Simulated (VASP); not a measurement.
# MgS (F-43m) in VASP: a series of runs

MgS is run at these levels: PBE, r2SCAN; tasks: single point.

Everything below comes from runs of VASP 6.6.1. Logs are shortened: lines on timing, memory, paths and dates and some standing lists are left out, and cuts for length are marked.

## (1) The cell of the first run

The structure is cubic, space group F-43m (No. 216). The conventional cell has a = 5.809 Å, b = 5.809 Å, c = 5.809 Å, α = 90.00°, β = 90.00°, γ = 90.00°. Within 3.3 Å of Mg (site symmetry -43m) lie 4 S at 2.52 Å. S (site symmetry -43m) has 4 Mg at 2.52 Å within 3.3 Å.

## (2) Single point, PBE (volume changed by +6%)

File INCAR:

```
ALGO = Normal ; EDIFF = 1E-6
ENCUT = 520 ; GGA = PE
ISIF = 2 ; ISMEAR = 0
LASPH = True ; LCHARG = False
LREAL = False ; LWAVE = False
NBANDS = 11 ; NELM = 60
PREC = Accurate ; SIGMA = 0.01
```

File KPOINTS:

```
k-points
0
Gamma
  6 6 6
```

File POSCAR:

```
MgS
1.0
    0.0000000000      2.9044762208      2.9044762208
    2.9044762208      0.0000000000      2.9044762208
    2.9044762208      2.9044762208      0.0000000000
Mg S
1 1
Direct
    0.0000000000      0.0000000000      0.0000000000
    0.7500000000      0.7500000000      0.7500000000
```

Potentials or basis: VASP PAW PBE potentials, release 64 (Mg, S).

Started as:

```console
$ cat potpaw_PBE.64/Mg/POTCAR potpaw_PBE.64/S/POTCAR > POTCAR
$ mpirun -np 1 vasp_std > vasp.out
```

OUTCAR:

```text
EDIFF = 1E-6
   ENCUT = 520
   GGA = PE
   ISIF = 2
   ISMEAR = 0
   LASPH = True
   LREAL = False
   NELM = 60
   PREC = Accurate

 ion  position               nearest neighbor table
   1  0.000  0.000  0.000-   2 2.52   2 2.52   2 2.52   2 2.52
   2  0.750  0.750  0.750-   1 2.52   1 2.52   1 2.52   1 2.52

  LATTYP: Found a face centered cubic cell.
 ALAT       =     5.8089524416

  Lattice vectors:

 A1 = (   0.0000000000,   2.9044762208,   2.9044762208)
 A2 = (   2.9044762208,   0.0000000000,   2.9044762208)
 A3 = (   2.9044762208,   2.9044762208,   0.0000000000)

Analysis of symmetry for initial positions (statically):
=====================================================================
 Subroutine PRICEL returns:
 Original cell was already a primitive cell.

 Routine SETGRP: Setting up the symmetry group for a
 face centered cubic supercell.

 Subroutine GETGRP returns: Found 24 space group operations
 (whereof 24 operations were pure point group operations)
 out of a pool of 48 trial point group operations.

The static configuration has the point symmetry T_d .

Analysis of symmetry for dynamics (positions and initial velocities):
=====================================================================
 Subroutine PRICEL returns:
 Original cell was already a primitive cell.

 Routine SETGRP: Setting up the symmetry group for a
 face centered cubic supercell.

 Subroutine GETGRP returns: Found 24 space group operations
 (whereof 24 operations were pure point group operations)
 out of a pool of 48 trial point group operations.

The dynamic configuration has the point symmetry T_d .

 Subroutine INISYM returns: Found 24 space group operations
 (whereof 24 operations are pure point group operations),
 and found     1 'primitive' translations

----------------------------------------------------------------------------------------

                                     Primitive cell

  volume of cell :      49.0042

  direct lattice vectors                    reciprocal lattice vectors
     0.000000000  2.904476221  2.904476221    -0.172148078  0.172148078  0.172148078
     2.904476221  0.000000000  2.904476221     0.172148078 -0.172148078  0.172148078
     2.904476221  2.904476221  0.000000000     0.172148078  0.172148078 -0.172148078

  length of vectors
     4.107549663  4.107549663  4.107549663     0.298169218  0.298169218  0.298169218

  position of ions in fractional coordinates (direct lattice)
     0.000000000  0.000000000  0.000000000
     0.750000000  0.750000000  0.750000000

  ion indices of the primitive-cell ions
   primitive index   ion index
                 1           1
                 2           2

----------------------------------------------------------------------------------------

 KPOINTS: k-points

Automatic generation of k-mesh.
 Grid dimensions read from file:
 generate k-points for:    6    6    6

 Generating k-lattice:

  Cartesian coordinates                     Fractional coordinates (reciprocal lattice)
    -0.028691346  0.028691346  0.028691346     0.166666667  0.000000000  0.000000000
     0.028691346 -0.028691346  0.028691346     0.000000000  0.166666667  0.000000000
     0.028691346  0.028691346 -0.028691346     0.000000000  0.000000000  0.166666667

  Length of vectors
     0.049694870  0.049694870  0.049694870

  Shift w.r.t. Gamma in fractional coordinates (k-lattice)
     0.000000000  0.000000000  0.000000000

 Subroutine IBZKPT returns following result:
 ===========================================

 Found     16 irreducible k-points:

 Following reciprocal coordinates:
            Coordinates               Weight
  0.000000  0.000000  0.000000      1.000000
  0.166667  0.000000  0.000000      8.000000
  0.333333  0.000000  0.000000      8.000000
  0.500000  0.000000  0.000000      4.000000
  0.166667  0.166667  0.000000      6.000000
  0.333333  0.166667  0.000000     24.000000
[... 8 lines left out ...]
 -0.333333  0.333333  0.166667     24.000000
 -0.333333  0.500000  0.166667     12.000000
   k-points           NKPTS =     16   k-points in BZ     NKDIM =     16   number of bands    NBANDS=     11
   number of dos      NEDOS =    301   number of ions     NIONS =      2
   total plane-waves  NPLWV =  32768
   dimension x,y,z NGX =    32 NGY =   32 NGZ =   32
   dimension x,y,z NGXF=    64 NGYF=   64 NGZF=   64
   ions per type =               1   1
   NGX,Y,Z   is equivalent  to a cutoff of  12.95, 12.95, 12.95 a.u.
   NGXF,Y,Z  is equivalent  to a cutoff of  25.90, 25.90, 25.90 a.u.
 SYSTEM =  unknown system
   PREC   = accura    normal or accurate (medium, high low for compatibility)
   ISTART =      0    job   : 0-new  1-cont  2-samecut
   ICHARG =      2    charge: 1-file 2-atom 10-const
   ISPIN  =      1    spin polarized calculation?
   LNONCOLLINEAR =      F non collinear calculations
   LSORBIT =      F    spin-orbit coupling
   LASPH  =      T    aspherical Exc in radial PAW
   ENCUT  =  520.0 eV  38.22 Ry    6.18 a.u.   7.64  7.64  7.64*2*pi/ulx,y,z
   NELM   =     60;   NELMIN=  2; NELMDL= -5     # of ELM steps
   EDIFF  = 0.1E-05   stopping-criterion for ELM
   LREAL  =      F    real-space projection
   EDIFFG = 0.1E-04   stopping-criterion for IOM
   NSW    =      0    number of steps for IOM
   IBRION =     -1    ionic relax: 0-MD 1-quasi-New 2-CG
   NFREE  =      0    steps in history (QN), initial steepest desc. (CG)
   ISIF   =      2    stress and relaxation
   ISYM   =      2    0-nonsym 1-usesym 2-fastsym
   POTIM  = 0.5000    time-step for ionic-motion
   TEBEG  =    0.0;   TEEND  =   0.0 temperature during run
   PSTRESS=    0.0 pullay stress
   NELECT =       8.0000    total number of electrons
   NUPDOWN=      -1.0000    fix difference up-down
   EMIN   =  10.00;   EMAX   =-10.00  energy-range for DOS
   EFERMI =   0.00;   METHOD = LEGACY
   ISMEAR =     0;   SIGMA  =   0.01  broadening in eV -4-tet -1-fermi 0-gaus
   EFERMI_NEDOS =   21; number of points for ismear=-14 and -15
   IALGO  =     38    algorithm
   IMIX   =      4    mixing-type and parameters
     AMIX     =   0.40;   BMIX     =  1.00
     AMIX_MAG =   1.60;   BMIX_MAG =  1.00
  volume/ion in A,a.u.               =      24.50       165.35
  Fermi-wavevector in a.u.,A,eV,Ry     =   0.894733  1.690801 10.892116  0.800548
  Thomas-Fermi vector in A             =   2.016976
   LORBIT       =      0    0 simple, 1 ext, 2 COOP (PROOUT), +10 PAW based schemes
   GGA     = PE    functional components
   LHFCALC =     F    Hartree Fock is set to
   AEXX    =    0.0000 exact exchange contribution
   IVDW    =     0    specifies the selected vdW correction
   LEPSILON=     F    determine dielectric tensor
   LRPA    =     F    only Hartree local field effects (RPA)
 non-spin polarized calculation
 Gauss-broadening in eV      SIGMA  =   0.01
  energy-cutoff  :      520.00
  volume of cell :       49.00
 maximum number of plane-waves:      1363
 NGX is ok and might be reduce to    32
   NGX = 15   NGY = 15   NGZ = 15

 number of electron       8.0000000 magnetization

 Free energy of the ion-electron system (eV)
  ---------------------------------------------------
  ext. energy  EPLUGINS =         0.00000000
  ---------------------------------------------------
  free energy    TOTEN  =        -8.44438431 eV

  energy without entropy =       -8.44438431  energy(sigma->0) =       -8.44438431

 E-fermi :   0.6874     XC(G=0):  -8.0981

 val. band max:        0.6049628051   @ k =   0.0000   0.0000   0.0000
 cond. band min:       3.6904171395   @ k =   0.0000   0.0000   0.0000
 fundamental gap:      3.0854543344
 Fermi energy:         0.6874396796

 k-point     1 :       0.0000    0.0000    0.0000
  band No.  band energies     occupation
      1     -10.4238      2.00000
      2       0.6050      2.00000
      3       0.6050      2.00000
      4       0.6050      2.00000
      5       3.6904      0.00000
      6       8.3522      0.00000
      7       8.3522      0.00000
      8       8.3522      0.00000
      9      11.2709      0.00000
     10      11.2709      0.00000
     11      13.6881      0.00000

 k-point     2 :       0.1667    0.0000    0.0000
  band No.  band energies     occupation
      1     -10.2946      2.00000
      2      -0.3956      2.00000
      3       0.5223      2.00000
      4       0.5223      2.00000
      5       4.6682      0.00000
      6       8.0578      0.00000
      7       8.5900      0.00000
      8       8.5900      0.00000
      9      10.6982      0.00000
     10      10.6982      0.00000
     11      13.0065      0.00000

 k-point     3 :       0.3333    0.0000    0.0000
  band No.  band energies     occupation
      1     -10.0099      2.00000
      2      -1.7242      2.00000
      3       0.3713      2.00000
      4       0.3713      2.00000
      5       5.4236      0.00000
      6       8.3819      0.00000
      7       8.3819      0.00000
      8       8.3987      0.00000
      9      11.5480      0.00000
     10      11.5480      0.00000
     11      12.3152      0.00000

 k-point     4 :       0.5000    0.0000    0.0000
  band No.  band energies     occupation
      1      -9.8510      2.00000
      2      -2.2720      2.00000
      3       0.3019      2.00000
      4       0.3019      2.00000
      5       5.4367      0.00000
      6       8.1252      0.00000
      7       8.1252      0.00000
      8       8.8370      0.00000
      9      12.9241      0.00000
     10      13.4808      0.00000
     11      13.4808      0.00000

 k-point     5 :       0.1667    0.1667    0.0000
  band No.  band energies     occupation
      1     -10.2518      2.00000
      2      -0.3853      2.00000
      3       0.3329      2.00000
      4       0.3329      2.00000
      5       4.9977      0.00000
      6       7.4888      0.00000
      7       9.0225      0.00000
      8       9.0225      0.00000
      9       9.3324      0.00000
     10      11.7156      0.00000
     11      14.8619      0.00000
[... 99 lines left out ...]
 k-point    13 :       0.5000    0.5000    0.0000
  band No.  band energies     occupation
      1      -9.6667      2.00000
      2      -1.9989      2.00000
      3      -0.3380      2.00000
      4      -0.3380      2.00000
      5       4.5432      0.00000
      6       6.1307      0.00000
      7      11.0583      0.00000
      8      12.2754      0.00000
      9      12.2754      0.00000
     10      14.1365      0.00000
     11      14.1379      0.00000

 k-point    14 :       0.5000    0.3333    0.1667
  band No.  band energies     occupation
      1      -9.8171      2.00000
      2      -1.6603      2.00000
      3      -0.5862      2.00000
      4      -0.0245      2.00000
      5       6.1961      0.00000
      6       7.2789      0.00000
      7       7.9438      0.00000
      8      10.0889      0.00000
      9      10.9181      0.00000
     10      13.5979      0.00000
     11      14.4518      0.00000

 k-point    15 :      -0.3333    0.3333    0.1667
  band No.  band energies     occupation
      1      -9.7099      2.00000
      2      -1.7481      2.00000
      3      -0.9075      2.00000
      4      -0.2047      2.00000
      5       6.3142      0.00000
      6       7.3027      0.00000
      7       8.6818      0.00000
      8       9.6506      0.00000
      9      11.3615      0.00000
     10      13.1744      0.00000
     11      14.3561      0.00000

 k-point    16 :      -0.3333    0.5000    0.1667
  band No.  band energies     occupation
      1      -9.6618      2.00000
      2      -1.7244      2.00000
      3      -0.8048      2.00000
      4      -0.5307      2.00000
      5       5.5639      0.00000
      6       7.2061      0.00000
      7       9.6017      0.00000
      8       9.6406      0.00000
      9      12.4745      0.00000
     10      13.9626      0.00000
     11      14.0505      0.00000

------------------------ aborting loop because EDIFF is reached ----------------------------------------

  FORCE on cell =-STRESS in cart. coord.  units (eV):
  Direction    XX          YY          ZZ          XY          YZ          ZX
  --------------------------------------------------------------------------------------
  -------------------------------------------------------------------------------------
  Total       -0.9160656     -0.9160656     -0.9160656      0.0000000      0.0000000      0.0000000
  in kB      -29.9504720    -29.9504720    -29.9504720      0.0000000      0.0000000      0.0000000
  external PRESSURE =     -29.9504720 kB  Pullay stress =       0.0000000 kB

 VOLUME and BASIS-vectors are now :
 -----------------------------------------------------------------------------
  energy-cutoff  :      520.00
  volume of cell :       49.00
      direct lattice vectors                 reciprocal lattice vectors
     0.000000000  2.904476221  2.904476221    -0.172148078  0.172148078  0.172148078
     2.904476221  0.000000000  2.904476221     0.172148078 -0.172148078  0.172148078
     2.904476221  2.904476221  0.000000000     0.172148078  0.172148078 -0.172148078

 POSITION                                       TOTAL-FORCE (eV/Angst)
 -----------------------------------------------------------------------------------
      0.00000      0.00000      0.00000         0.000000      0.000000      0.000000
      4.35671      4.35671      4.35671        -0.000000     -0.000000     -0.000000
 -----------------------------------------------------------------------------------
    total drift:                                0.000000      0.000000      0.000000

  FREE ENERGIE OF THE ION-ELECTRON SYSTEM (eV)
  ---------------------------------------------------
  free  energy   TOTEN  =        -8.4443843078 eV

  energy  without entropy=       -8.4443843078  energy(sigma->0) =       -8.44438431
```

Wall time 5.5 s (1 thread of Intel Xeon 6975P-C, shared host); peak memory 0.17 GiB.

Results:

```
Free energy            : -8.4444 eV
Pressure               : -3.0 GPa
Band gap on the k mesh : 3.09 eV, direct
```

## (3) Single point, r2SCAN (volume changed by -6%)

File POSCAR:

```
MgS
1.0
    0.0000000000      2.7730855970      2.7730855970
    2.7730855970      0.0000000000      2.7730855970
    2.7730855970      2.7730855970      0.0000000000
Mg S
1 1
Direct
    0.0000000000      0.0000000000      0.0000000000
    0.7500000000      0.7500000000      0.7500000000
```

File INCAR.step1:

```
SYSTEM = MgS
ALGO = Normal ; EDIFF = 1E-4
ENCUT = 520 ; GGA = PE
ISMEAR = 0 ; LASPH = .TRUE.
LCHARG = .FALSE. ; LREAL = .FALSE.
LWAVE = .TRUE. ; NBANDS = 11
NELM = 60 ; PREC = Accurate
SIGMA = 0.01
```

File INCAR.step2:

```
SYSTEM = MgS
ALGO = Normal ; EDIFF = 1E-6
ENCUT = 520 ; ISIF = 2
ISMEAR = 0 ; ISTART = 1
LASPH = .TRUE. ; LCHARG = .FALSE.
LMIXTAU = .TRUE. ; LREAL = .FALSE.
LWAVE = .FALSE. ; METAGGA = R2SCAN
NBANDS = 11 ; NELM = 60
PREC = Accurate ; SIGMA = 0.01
```

File KPOINTS:

```
k-points
0
G
  6 6 6
  0 0 0
```

Potentials or basis: VASP PAW PBE potentials, release 64 (Mg, S).

Started as:

```console
$ cat potpaw_PBE.64/Mg/POTCAR potpaw_PBE.64/S/POTCAR > POTCAR
$ cp INCAR.step1 INCAR
$ mpirun -np 1 vasp_std > vasp.out
$ cp INCAR.step2 INCAR
$ mpirun -np 1 vasp_std > vasp.out
```

It took 32 s on 1 thread of Intel Xeon 6975P-C, shared host; peak memory 0.17 GiB.

The run converged. Its results:

| Item | Value |
| --- | --- |
| Free energy | -15.4206 eV |
| Pressure | 3.9 GPa |
| Band gap on the k mesh | 4.27 eV, indirect (least direct gap 4.47 eV) |

Levels at points of the mesh, in eV from the valence-band top:
```csv
k point,band 1,band 2,band 3,band 4,band 5,band 6,band 7,band 8
"(0.00, 0.00, 0.00)",-11.96,0.00,0.00,0.00,4.47,8.75,8.75,8.75
"(0.50, 0.00, 0.00)",-11.16,-3.37,-0.35,-0.35,6.02,8.30,8.30,9.59
"(0.50, 0.50, 0.00)",-10.90,-3.00,-1.13,-1.13,4.27,6.34,12.79,13.80
```

Caveat: the PAW data sets were made with another functional, which shifts forces and pressure a little. A k mesh can miss the band edges.

(Part 1 of 2 ends here.)
